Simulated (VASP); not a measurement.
# GaN (I-4m2) in VASP: a series of runs

The runs below take GaN through single point, with LDA.

All numbers are computed with VASP 6.6.1; they aren't measurements. Logs are shortened: lines on timing, memory, paths and dates and some standing lists are left out, and cuts for length are marked.

## 1. The cell of the first run

Symmetry: I-4m2, No. 119, tetragonal system. The conventional cell has a = 3.166 Å, b = 3.166 Å, c = 4.431 Å, α = 90.00°, β = 90.00°, γ = 90.00°. Ga (site symmetry -4m2) has 4 N at 1.93 Å within 2.6 Å. N (site symmetry -4m2) has 4 Ga at 1.93 Å within 2.6 Å.

## 2. Single point, LDA (film at in-plane strain +0.005)

INCAR

```
SYSTEM = GaN
PREC = Accurate
ENCUT = 520
EDIFF = 1E-7
ISMEAR = 0
SIGMA = 0.01
LREAL = .False.
LASPH = .True.
NELM = 60
ALGO = Normal
ISIF = 2
LWAVE = .False.
LCHARG = .False.
NBANDS = 16
```

KPOINTS

```
regular mesh
0
Gamma
  10 10 10
  0 0 0
```

POSCAR

```
GaN
1.0
    2.2388430216      2.2388430216      0.0000000000
   -2.2388430216      2.2388430216      0.0000000000
    0.0000000000      2.2388430216      2.2155320069
Ga N
1 1
Direct
    0.0000000000      0.0000000000      0.0000000000
    0.2500000000      0.7500000000      0.5000000000
```

Potentials or basis: VASP PAW LDA potentials, release 64 (Ga_d, N).

On the command line:

```
$ cat potpaw_LDA.64/Ga_d/POTCAR potpaw_LDA.64/N/POTCAR > POTCAR
$ mpirun -np 1 vasp_std > vasp.out
```

OUTCAR:

```text
SYSTEM = GaN
   PREC = Accurate
   ENCUT = 520
   EDIFF = 1E-7
   ISMEAR = 0
   LREAL = .False.
   LASPH = .True.
   NELM = 60
   ISIF = 2

 ion  position               nearest neighbor table
   1  0.000  0.000  0.000-   2 1.93   2 1.93   2 1.93   2 1.93
   2  0.250  0.750  0.500-   1 1.93   1 1.93   1 1.93   1 1.93

  LATTYP: Found a body centered tetragonal cell.
 ALAT       =     3.1662021652
 C/A-ratio  =     1.3994886563

  Lattice vectors:

 A1 = (   2.2388430216,   0.0000000000,  -2.2155320069)
 A2 = (  -2.2388430216,   0.0000000000,  -2.2155320069)
 A3 = (   0.0000000000,   2.2388430216,   2.2155320069)

Analysis of symmetry for initial positions (statically):
=====================================================================
 Subroutine PRICEL returns:
 Original cell was already a primitive cell.

 Routine SETGRP: Setting up the symmetry group for a
 body centered tetragonal supercell.

 Subroutine GETGRP returns: Found  8 space group operations
 (whereof  8 operations were pure point group operations)
 out of a pool of 16 trial point group operations.

The static configuration has the point symmetry D_2d.

Analysis of symmetry for dynamics (positions and initial velocities):
=====================================================================
 Subroutine PRICEL returns:
 Original cell was already a primitive cell.

 Routine SETGRP: Setting up the symmetry group for a
 body centered tetragonal supercell.

 Subroutine GETGRP returns: Found  8 space group operations
 (whereof  8 operations were pure point group operations)
 out of a pool of 16 trial point group operations.

The dynamic configuration has the point symmetry D_2d.

 Subroutine INISYM returns: Found  8 space group operations
 (whereof  8 operations are pure point group operations),
 and found     1 'primitive' translations

----------------------------------------------------------------------------------------

                                     Primitive cell

  volume of cell :      22.2103

  direct lattice vectors                    reciprocal lattice vectors
     2.238843022  2.238843022  0.000000000     0.223329637  0.223329637 -0.225679430
    -2.238843022  2.238843022  0.000000000    -0.223329637  0.223329637 -0.225679430
     0.000000000  2.238843022  2.215532007     0.000000000  0.000000000  0.451358860

  length of vectors
     3.166202165  3.166202165  3.149761919     0.388179673  0.388179673  0.451358860

  position of ions in fractional coordinates (direct lattice)
     0.000000000  0.000000000  0.000000000
     0.250000000  0.750000000  0.500000000

  ion indices of the primitive-cell ions
   primitive index   ion index
                 1           1
                 2           2

----------------------------------------------------------------------------------------

 KPOINTS: regular mesh

Automatic generation of k-mesh.
 Grid dimensions read from file:
 generate k-points for:   10   10   10

 Generating k-lattice:

  Cartesian coordinates                     Fractional coordinates (reciprocal lattice)
     0.022332964  0.022332964 -0.022567943     0.100000000  0.000000000 -0.000000000
    -0.022332964  0.022332964 -0.022567943     0.000000000  0.100000000 -0.000000000
     0.000000000  0.000000000  0.045135886     0.000000000  0.000000000  0.100000000

  Length of vectors
     0.038817967  0.038817967  0.045135886

  Shift w.r.t. Gamma in fractional coordinates (k-lattice)
     0.000000000  0.000000000  0.000000000

 Subroutine IBZKPT returns following result:
 ===========================================

 Found    102 irreducible k-points:

 Following reciprocal coordinates:
            Coordinates               Weight
  0.000000  0.000000  0.000000      1.000000
  0.100000  0.000000  0.000000      8.000000
  0.200000  0.000000  0.000000      8.000000
  0.300000  0.000000  0.000000      8.000000
  0.400000  0.000000  0.000000      8.000000
  0.500000  0.000000  0.000000      4.000000
[... 16 lines left out ...]
  0.300000  0.300000  0.000000      8.000000
  0.400000  0.300000  0.000000     16.000000
 [... further k-points ...]
   k-points           NKPTS =    102   k-points in BZ     NKDIM =    102   number of bands    NBANDS=     16
   number of dos      NEDOS =    301   number of ions     NIONS =      2
   total plane-waves  NPLWV =  13824
   dimension x,y,z NGX =    24 NGY =   24 NGZ =   24
   dimension x,y,z NGXF=    48 NGYF=   48 NGZF=   48
   ions per type =               1   1
   NGX,Y,Z   is equivalent  to a cutoff of  12.60, 12.60, 12.67 a.u.
   NGXF,Y,Z  is equivalent  to a cutoff of  25.20, 25.20, 25.33 a.u.
 SYSTEM =  GaN
   PREC   = accura    normal or accurate (medium, high low for compatibility)
   ISTART =      0    job   : 0-new  1-cont  2-samecut
   ICHARG =      2    charge: 1-file 2-atom 10-const
   ISPIN  =      1    spin polarized calculation?
   LNONCOLLINEAR =      F non collinear calculations
   LSORBIT =      F    spin-orbit coupling
   LASPH  =      T    aspherical Exc in radial PAW
   ENCUT  =  520.0 eV  38.22 Ry    6.18 a.u.   5.89  5.89  5.86*2*pi/ulx,y,z
   NELM   =     60;   NELMIN=  2; NELMDL= -5     # of ELM steps
   EDIFF  = 0.1E-06   stopping-criterion for ELM
   LREAL  =      F    real-space projection
   EDIFFG = 0.1E-05   stopping-criterion for IOM
   NSW    =      0    number of steps for IOM
   IBRION =     -1    ionic relax: 0-MD 1-quasi-New 2-CG
   NFREE  =      0    steps in history (QN), initial steepest desc. (CG)
   ISIF   =      2    stress and relaxation
   ISYM   =      2    0-nonsym 1-usesym 2-fastsym
   POTIM  = 0.5000    time-step for ionic-motion
   TEBEG  =    0.0;   TEEND  =   0.0 temperature during run
   PSTRESS=    0.0 pullay stress
   NELECT =      18.0000    total number of electrons
   NUPDOWN=      -1.0000    fix difference up-down
   EMIN   =  10.00;   EMAX   =-10.00  energy-range for DOS
   EFERMI =   0.00;   METHOD = LEGACY
   ISMEAR =     0;   SIGMA  =   0.01  broadening in eV -4-tet -1-fermi 0-gaus
   EFERMI_NEDOS =   21; number of points for ismear=-14 and -15
   IALGO  =     38    algorithm
   IMIX   =      4    mixing-type and parameters
     AMIX     =   0.40;   BMIX     =  1.00
     AMIX_MAG =   1.60;   BMIX_MAG =  1.00
  volume/ion in A,a.u.               =      11.11        74.94
  Fermi-wavevector in a.u.,A,eV,Ry     =   1.526326  2.884337 31.697088  2.329670
  Thomas-Fermi vector in A             =   2.634374
   LORBIT       =      0    0 simple, 1 ext, 2 COOP (PROOUT), +10 PAW based schemes
   GGA     = CA    functional components
   LHFCALC =     F    Hartree Fock is set to
   AEXX    =    0.0000 exact exchange contribution
   IVDW    =     0    specifies the selected vdW correction
   LEPSILON=     F    determine dielectric tensor
   LRPA    =     F    only Hartree local field effects (RPA)
 non-spin polarized calculation
 Gauss-broadening in eV      SIGMA  =   0.01
  energy-cutoff  :      520.00
  volume of cell :       22.21
 maximum number of plane-waves:       610
   NGX = 11   NGY = 11   NGZ = 11

 number of electron      18.0000014 magnetization

 Free energy of the ion-electron system (eV)
  ---------------------------------------------------
  ext. energy  EPLUGINS =         0.00000000
  ---------------------------------------------------
  free energy    TOTEN  =       -13.94360739 eV

  energy without entropy =      -13.94360739  energy(sigma->0) =      -13.94360739

 E-fermi :   5.4612     XC(G=0): -12.2795

 val. band max:        5.4005683950   @ k =   0.0000   0.0000   0.0000
 cond. band min:       7.3103717684   @ k =   0.0000   0.0000   0.0000
 fundamental gap:      1.9098033733
 Fermi energy:         5.4611903457

 k-point     1 :       0.0000    0.0000    0.0000
  band No.  band energies     occupation
      1     -10.6992      2.00000
      2      -8.2211      2.00000
      3      -8.2211      2.00000
      4      -8.2096      2.00000
      5      -7.8687      2.00000
      6      -7.8673      2.00000
[... 8 lines left out ...]
     15      24.1588      0.00000
     16      24.1588      0.00000

 k-point     2 :       0.1000    0.0000    0.0000
  band No.  band energies     occupation
      1     -10.5806      2.00000
      2      -8.2062      2.00000
      3      -8.1998      2.00000
      4      -8.1778      2.00000
      5      -7.8699      2.00000
      6      -7.8691      2.00000
[... 8 lines left out ...]
     15      22.8842      0.00000
     16      23.1847      0.00000

 k-point     3 :       0.2000    0.0000    0.0000
  band No.  band energies     occupation
      1     -10.2822      2.00000
      2      -8.1719      2.00000
      3      -8.1643      2.00000
      4      -8.0119      2.00000
      5      -7.8687      2.00000
      6      -7.8679      2.00000
[... 8 lines left out ...]
     15      22.1550      0.00000
     16      22.3291      0.00000

 k-point     4 :       0.3000    0.0000    0.0000
  band No.  band energies     occupation
      1      -9.9697      2.00000
      2      -8.1418      2.00000
      3      -8.1335      2.00000
      4      -7.8556      2.00000
      5      -7.8518      2.00000
      6      -7.5854      2.00000
[... 8 lines left out ...]
     15      22.7100      0.00000
     16      22.7536      0.00000
[... 324 lines left out ...]
 k-point    22 :      -0.2000    0.2000    0.0000
  band No.  band energies     occupation
      1     -10.1563      2.00000
      2      -8.1145      2.00000
      3      -8.1070      2.00000
      4      -8.0705      2.00000
      5      -7.8523      2.00000
      6      -7.8383      2.00000
[... 8 lines left out ...]
     15      26.4894      0.00000
     16      26.9351      0.00000

 k-point    23 :       0.3000    0.3000    0.0000
  band No.  band energies     occupation
      1      -9.6280      2.00000
      2      -8.1067      2.00000
      3      -8.0046      2.00000
      4      -7.8993      2.00000
      5      -7.8662      2.00000
      6      -6.1998      2.00000
[... 8 lines left out ...]
     15      23.2670      0.00000
     16      28.0596      0.00000

 k-point    24 :       0.4000    0.3000    0.0000
  band No.  band energies     occupation
      1      -9.5941      2.00000
      2      -8.0983      2.00000
      3      -7.9706      2.00000
      4      -7.9272      2.00000
      5      -7.8341      2.00000
      6      -5.9338      2.00000
[... 8 lines left out ...]
     15      25.3118      0.00000
     16      28.2968      0.00000

 [... further k-points ...]
[... 5 lines left out ...]
  --------------------------------------------------------------------------------------
  -------------------------------------------------------------------------------------
  Total       -0.0357196     -0.0357196      0.1471173      0.0000000     -0.0000000     -0.0000000
  in kB       -2.5766917     -2.5766917     10.6125356      0.0000000     -0.0000000     -0.0000000
  external PRESSURE =       1.8197174 kB  Pullay stress =       0.0000000 kB

 VOLUME and BASIS-vectors are now :
 -----------------------------------------------------------------------------
  energy-cutoff  :      520.00
  volume of cell :       22.21
      direct lattice vectors                 reciprocal lattice vectors
     2.238843022  2.238843022  0.000000000     0.223329637  0.223329637 -0.225679430
    -2.238843022  2.238843022  0.000000000    -0.223329637  0.223329637 -0.225679430
     0.000000000  2.238843022  2.215532007     0.000000000  0.000000000  0.451358860

 POSITION                                       TOTAL-FORCE (eV/Angst)
 -----------------------------------------------------------------------------------
      0.00000      0.00000      0.00000        -0.000000     -0.000000      0.000000
     -1.11942      3.35826      1.10777         0.000000      0.000000      0.000000
 -----------------------------------------------------------------------------------
    total drift:                                0.000003      0.000000     -0.000000

  FREE ENERGIE OF THE ION-ELECTRON SYSTEM (eV)
  ---------------------------------------------------
  free  energy   TOTEN  =       -13.9436073940 eV

  energy  without entropy=      -13.9436073940  energy(sigma->0) =      -13.94360739
```

Run time: 18 s. Hardware: 1 thread of AMD EPYC 9R45 (Zen 5), shared host; peak memory 0.12 GiB.

Results:

- Free energy: -13.9436 eV
- Pressure: 0.2 GPa
- Band gap on the k mesh: 1.91 eV, direct

Stress tensor (GPa, compression positive):
```
-0.26  0.00  0.00
 0.00 -0.26  0.00
 0.00  0.00  1.06
```

Caveat: the cell differs from its parent crystal (film at in-plane strain +0.005).

## 3. Single point, LDA (in-plane strain +0.01, then relaxed in part)

INCAR

```
SYSTEM = GaN
ALGO = Normal
EDIFF = 1E-7
ENCUT = 520
GGA = CA
ISIF = 2
ISMEAR = 0
LASPH = .TRUE.
LCHARG = .FALSE.
LREAL = .FALSE.
LWAVE = .FALSE.
NBANDS = 16
NELM = 100
PREC = Accurate
SIGMA = 0.01
```

KPOINTS

```
k-points
0
G
  10 10 10
  0 0 0
```

POSCAR

```
GaN
1.0
    2.2499815442      2.2499815442      0.0000000000
   -2.2499815442      2.2499815442      0.0000000000
    0.0000000000      2.2499815442      2.2032559503
Ga N
1 1
Direct
    0.0000000000      0.0000000000      0.0000000000
    0.2500000000      0.7500000000      0.5000000000
```

Potentials or basis: VASP PAW LDA potentials, release 64 (Ga_d, N).

On the command line:

```
$ cat potpaw_LDA.64/Ga_d/POTCAR potpaw_LDA.64/N/POTCAR > POTCAR
$ mpirun -np 1 vasp_std > vasp.out
```

Run time: 18 s. Hardware: 1 thread of AMD EPYC 9R45 (Zen 5), shared host; peak memory 0.12 GiB.

Results (log left out):

```
Free energy            : -13.9416 eV
Pressure               : -0.7 GPa
Band gap on the k mesh : 1.85 eV, direct
```

Stress tensor (GPa, compression positive):
```
-1.60  0.00  0.00
 0.00 -1.60  0.00
 0.00  0.00  1.00
```

Levels at points of the mesh, in eV from the valence-band top:
| k point | band 6 | band 7 | band 8 | band 9 | band 10 | band 11 | band 12 | band 13 |
| --- | --- | --- | --- | --- | --- | --- | --- | --- |
| (0.00, 0.00, 0.00) | -13.30 | -0.10 | -0.10 | 0.00 | 1.85 | 10.17 | 10.23 | 10.23 |
| (0.50, 0.00, 0.00) | -11.92 | -7.35 | -1.16 | -1.00 | 4.64 | 8.66 | 10.11 | 10.45 |
| (0.50, 0.50, 0.00) | -11.49 | -6.45 | -2.84 | -2.83 | 3.24 | 6.69 | 11.52 | 13.75 |
| (0.00, 0.00, 0.50) | -11.36 | -6.22 | -3.00 | -3.00 | 3.10 | 6.34 | 11.82 | 13.89 |

Caveat: the cell differs from its parent crystal (in-plane strain +0.01, then relaxed in part).

(Part 1 of 2 ends here.)
